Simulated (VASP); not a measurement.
# InSe in VASP: further runs, part 2 of 2

VASP 6.6.1. The steps go on from the part before.

### 4 Single point, PBEsol (27.11 Å³/atom)

This run uses another cell than the first one, of 27.11 Å³/atom.

File INCAR:

```
  ALGO = Normal
  EDIFF = 1E-6
  ENCUT = 520
  GGA = PS
  ISIF = 2
  ISMEAR = -1
  LASPH = True
  LCHARG = True
  LELF = True
  LREAL = False
  LVHAR = True
  LWAVE = False
  NBANDS = 27
  NELM = 80
  PREC = Accurate
  SIGMA = 0.02
```

File KPOINTS:

```
k-points
0
Gamma
  7 7 6
```

File POSCAR:

```
InSe
1.0
    5.9451207775     -2.0820425748      0.0000000000
    5.9451207775      2.0820425748      0.0000000000
   -1.6204630532      0.0000000000      4.3805531470
In Se
2 2
Direct
    0.8840000000      0.8840000000      0.0050000000
    0.1160000000      0.1160000000      0.9950000000
    0.6600000000      0.6600000000      0.6420000000
    0.3400000000      0.3400000000      0.3580000000
```

Potentials or basis: VASP PAW PBE potentials, release 64 (In_d, Se).

Run with:

```console
> cat potpaw_PBE.64/In_d/POTCAR potpaw_PBE.64/Se/POTCAR > POTCAR
> mpirun -np 1 vasp_std > vasp.out
```

OUTCAR:

```text
EDIFF = 1E-6
   ENCUT = 520
   GGA = PS
   ISIF = 2
   ISMEAR = -1
   LASPH = True
   LREAL = False
   NELM = 80
   PREC = Accurate

 ion  position               nearest neighbor table
   1  0.884  0.884  0.005-   3 2.61   2 2.78   4 2.82   4 2.82   2 3.79   2 3.79
   2  0.116  0.116  0.995-   4 2.61   1 2.78   3 2.82   3 2.82   1 3.79   1 3.79
   3  0.660  0.660  0.642-   1 2.61   2 2.82   2 2.82
   4  0.340  0.340  0.358-   2 2.61   1 2.82   1 2.82

  LATTYP: Found a base centered monoclinic cell.
 ALAT       =    11.8902415550
 B/A-ratio  =     0.3502103074
 C/A-ratio  =     0.3928152938
 COS(beta)  =    -0.3469445484

  Lattice vectors:

 A1 = (   5.9451207775,  -2.0820425748,   0.0000000000)
 A2 = (   5.9451207775,   2.0820425748,   0.0000000000)
 A3 = (  -1.6204630532,   0.0000000000,   4.3805531470)

Analysis of symmetry for initial positions (statically):
=====================================================================
 Subroutine PRICEL returns:
 Original cell was already a primitive cell.

[... 166 lines left out ...]
  ext. energy  EPLUGINS =         0.00000000
  ---------------------------------------------------
  free energy    TOTEN  =       -15.42486150 eV

  energy without entropy =      -15.42486150  energy(sigma->0) =      -15.42486150

 E-fermi :   4.7790     XC(G=0):  -9.5873

 val. band max:        4.3510311162   @ k =  -0.2857  -0.2857   0.3333
 cond. band min:       5.1522420662   @ k =   0.4286   0.4286   0.0000
 fundamental gap:      0.8012109500
 Fermi energy:         4.7789548247

 k-point     1 :       0.0000    0.0000    0.0000
  band No.  band energies     occupation
      1     -10.1649      2.00000
      2     -10.1378      2.00000
      3      -9.8667      2.00000
      4      -9.8514      2.00000
      5      -9.8154      2.00000
      6      -9.8127      2.00000
[... 709 lines left out ...]
     26      10.8088      0.00000
     27      11.8743      0.00000

 [... further k-points ...]
[... 5 lines left out ...]
  --------------------------------------------------------------------------------------
  -------------------------------------------------------------------------------------
  Total       -0.5741848     -2.1454612     -1.6712142      0.0000000      0.0000000      1.1715163
  in kB       -8.4830698    -31.6972813    -24.6907035      0.0000000      0.0000000     17.3081116
  external PRESSURE =     -21.6236849 kB  Pullay stress =       0.0000000 kB

 VOLUME and BASIS-vectors are now :
 -----------------------------------------------------------------------------
  energy-cutoff  :      520.00
  volume of cell :      108.44
      direct lattice vectors                 reciprocal lattice vectors
     5.945120777 -2.082042575  0.000000000     0.084102581 -0.240148788  0.031111396
     5.945120777  2.082042575  0.000000000     0.084102581  0.240148788  0.031111396
    -1.620463053  0.000000000  4.380553147     0.000000000  0.000000000  0.228281673

 POSITION                                       TOTAL-FORCE (eV/Angst)
 -----------------------------------------------------------------------------------
     10.50287      0.00000      0.02190        -0.323558      0.000000      0.481288
     -0.23309      0.00000      4.35865         0.323558      0.000000     -0.481288
      6.80722      0.00000      2.81232        -0.587930      0.000000      0.212000
      3.46256      0.00000      1.56824         0.587930      0.000000     -0.212000
 -----------------------------------------------------------------------------------
    total drift:                               -0.000000     -0.000000      0.000000

  FREE ENERGIE OF THE ION-ELECTRON SYSTEM (eV)
  ---------------------------------------------------
  free  energy   TOTEN  =       -15.4248614993 eV

  energy  without entropy=      -15.4248614992  energy(sigma->0) =      -15.42486150
```

stdout:

```text
POSCAR found type information on POSCAR InSe
 POSCAR found :  2 types and       4 ions
 scaLAPACK will be used
 -----------------------------------------------------------------------------
|                                                                             |
|                                                                             |
|     You enforced a specific xc type in the INCAR file but a different       |
|     I HOPE YOU KNOW WHAT YOU ARE DOING!                                     |
|                                                                             |
 -----------------------------------------------------------------------------

 LDA part: xc-table for (Slater+PW92), standard interpolation
 POSCAR, INCAR and KPOINTS ok, starting setup
 FFT: planning ... GRIDC
 FFT: planning ... GRID_SOFT
 FFT: planning ... GRID
 WAVECAR not read
 entering main loop
```

Wall time 8.9 min (1 thread of Intel Xeon 8259CL, shared host); peak memory 0.42 GiB.

What came out:

- Free energy: -15.4249 eV
- Pressure: -2.2 GPa
- Largest force: 0.625 eV/Å
- Band gap on the k mesh: 0.80 eV (least direct gap 1.21 eV)

Forces in eV/Å, atoms in the order of the input:
```
In  -0.324  0.000  0.481
In   0.324  0.000 -0.481
Se  -0.588  0.000  0.212
Se   0.588  0.000 -0.212
```

Levels at points of the mesh, in eV from the valence-band top:
```tsv
k point	band 16	band 17	band 18	band 19	band 20	band 21	band 22	band 23
(0.00, 0.00, 0.00)	-2.64	-2.14	-1.65	-1.05	2.61	3.48	4.27	4.53
(0.00, 0.00, 0.50)	-1.51	-1.50	-1.06	-0.36	0.99	2.19	3.32	3.49
```

Caveat: the PAW data sets were made with another functional, which shifts forces and pressure a little; spin-orbit coupling is left out, which moves the levels of the heavy elements.

### 5 Single point, PBEsol (27.63 Å³/atom)

This run uses another cell than the first one, of 27.63 Å³/atom.

File INCAR:

```
  PREC = Accurate
  ENCUT = 520
  EDIFF = 1E-6
  ISMEAR = -1
  SIGMA = 0.02
  LREAL = False
  LASPH = True
  NELM = 60
  ALGO = Normal
  ISIF = 2
  LWAVE = False
  LCHARG = True
  GGA = PS
  LELF = True
  LVHAR = True
  NBANDS = 27
```

File KPOINTS:

```
Automatic mesh
0
Gamma
  7 7 6
```

File POSCAR:

```
InSe
1.0
    5.9829888098     -2.0953043501      0.0000000000
    5.9829888098      2.0953043501      0.0000000000
   -1.6307847522      0.0000000000      4.4084555117
In Se
2 2
Direct
    0.8840000000      0.8840000000      0.0050000000
    0.1160000000      0.1160000000      0.9950000000
    0.6600000000      0.6600000000      0.6420000000
    0.3400000000      0.3400000000      0.3580000000
```

Run with:

```console
> cat potpaw_PBE.64/In_d/POTCAR potpaw_PBE.64/Se/POTCAR > POTCAR
> mpirun -np 1 vasp_std > vasp.out
```

It took 8.8 min on 1 thread of Intel Xeon 8259CL, shared host; peak memory 0.42 GiB.

The run converged. Its results:

- Free energy: -15.3911 eV
- Pressure: -3.0 GPa
- Largest force: 0.627 eV/Å
- Band gap on the k mesh: 0.76 eV (least direct gap 1.17 eV)

Forces on the atoms (eV/Å):
```
In  -0.391  0.000  0.466
In   0.391  0.000 -0.466
Se  -0.538  0.000  0.321
Se   0.538  0.000 -0.321
```

Stress tensor (GPa, compression positive):
```
-2.02  0.00  1.53
 0.00 -3.87  0.00
 1.53  0.00 -3.23
```

Levels at points of the mesh, in eV from the valence-band top:
```csv
k point,band 16,band 17,band 18,band 19,band 20,band 21,band 22,band 23
"(0.00, 0.00, 0.00)",-2.56,-2.08,-1.59,-1.00,2.54,3.50,4.25,4.50
"(0.00, 0.00, 0.50)",-1.46,-1.45,-1.02,-0.34,0.97,2.17,3.33,3.44
```

Caveat: the cell stands under tension; semilocal functionals underestimate gaps, and a narrow one can read as zero; the PAW data sets were made with another functional, which shifts forces and pressure a little; spin-orbit coupling is left out, which moves the levels of the heavy elements.

### 6 Single point, PBEsol (equal xy, yz and zx shear strains of -1 %)

File INCAR:

```
PREC = Accurate ; ENCUT = 520
EDIFF = 1E-6 ; ISMEAR = -1
SIGMA = 0.02 ; LREAL = F
LASPH = T ; NELM = 100
ALGO = Normal ; ISIF = 2
LWAVE = F ; LCHARG = T
GGA = PS ; LELF = T
LVHAR = T ; NBANDS = 27
```

File KPOINTS:

```
regular mesh
0
Gamma
  7 7 6
```

File POSCAR:

```
InSe
1.0
    5.8781776766     -2.0843395134     -0.0190645134
    5.8576276766      2.0256604866     -0.0396145134
   -1.6210339782     -0.0136212036      4.3316534849
In Se
2 2
Direct
    0.8840000000      0.8840000000      0.0050000000
    0.1160000000      0.1160000000      0.9950000000
    0.6600000000      0.6600000000      0.6420000000
    0.3400000000      0.3400000000      0.3580000000
```

Potentials or basis: VASP PAW PBE potentials, release 64 (In_d, Se).

Run with:

```console
> cat potpaw_PBE.64/In_d/POTCAR potpaw_PBE.64/Se/POTCAR > POTCAR
> mpirun -np 1 vasp_std > vasp.out
```

Wall time 4.1 min (1 thread of Intel Xeon 6975P-C (Granite Rapids), shared host); peak memory 0.52 GiB.

Results (log left out):

```yaml
Free_energy: -15.4374 eV
Pressure: 0.0 GPa
Largest_force: 0.780 eV/Å
Band_gap_on_the_k_mesh: 0.93 eV (least direct gap 1.27 eV)
```

Forces on the atoms (eV/Å):
```
In  -0.124 -0.012  0.562
In   0.124  0.012 -0.562
Se  -0.775 -0.039 -0.082
Se   0.775  0.039  0.082
```

Stress tensor (GPa, compression positive):
```
 2.17  0.14  2.71
 0.14 -1.59  0.20
 2.71  0.20 -0.43
```

Levels at points of the mesh, in eV from the valence-band top:
| k point | band 16 | band 17 | band 18 | band 19 | band 20 | band 21 | band 22 | band 23 |
| --- | --- | --- | --- | --- | --- | --- | --- | --- |
| (0.00, 0.00, 0.00) | -2.82 | -2.26 | -1.75 | -1.10 | 2.80 | 3.46 | 4.30 | 4.57 |
| (0.00, 0.00, 0.50) | -1.60 | -1.59 | -1.11 | -0.40 | 1.05 | 2.30 | 3.33 | 3.61 |

Caveat: the cell differs from its parent crystal (equal xy, yz and zx shear strains of -1 %); the PAW data sets were made with another functional, which shifts forces and pressure a little; spin-orbit coupling is left out, which moves the levels of the heavy elements.

### 7 The runs side by side

| cell | gap on the mesh (eV) | pressure (GPa) | largest force (eV/Å) |
| --- | --- | --- | --- |
| a = 6.238, b = 6.238, c = 4.625 Å, angles 109.1, 109.1, 38.6°, 4 atoms | 0.86 | -0.6 | 0.67 |
| a = 6.259, b = 6.259, c = 4.641 Å, angles 109.1, 109.1, 38.6°, 4 atoms | 0.84 | -1.2 | 0.65 |
| a = 6.299, b = 6.299, c = 4.671 Å, angles 109.1, 109.1, 38.6°, 4 atoms | 0.80 | -2.2 | 0.62 |
| a = 6.339, b = 6.339, c = 4.700 Å, angles 109.1, 109.1, 38.6°, 4 atoms | 0.76 | -3.0 | 0.63 |
| a = 6.237, b = 6.198, c = 4.625 Å, angles 109.8, 109.4, 38.6°, 4 atoms | 0.93 | 0.0 | 0.78 |

Alike in all rows: task single point; level PBEsol; potentials or basis VASP PAW PBE potentials, release 64 (In_d, Se); no spin polarisation; k mesh 7 × 7 × 6; cutoff (eV) 520; smearing fermi-dirac 0.02 eV.

Caveats: the PAW data sets were made with another functional, which shifts forces and pressure a little; spin-orbit coupling is left out, which moves the levels of the heavy elements; the cell stands under tension (at least some runs); semilocal functionals underestimate gaps, and a narrow one can read as zero (at least some runs).

Absolute energies hang on the potentials; compare differences alone.
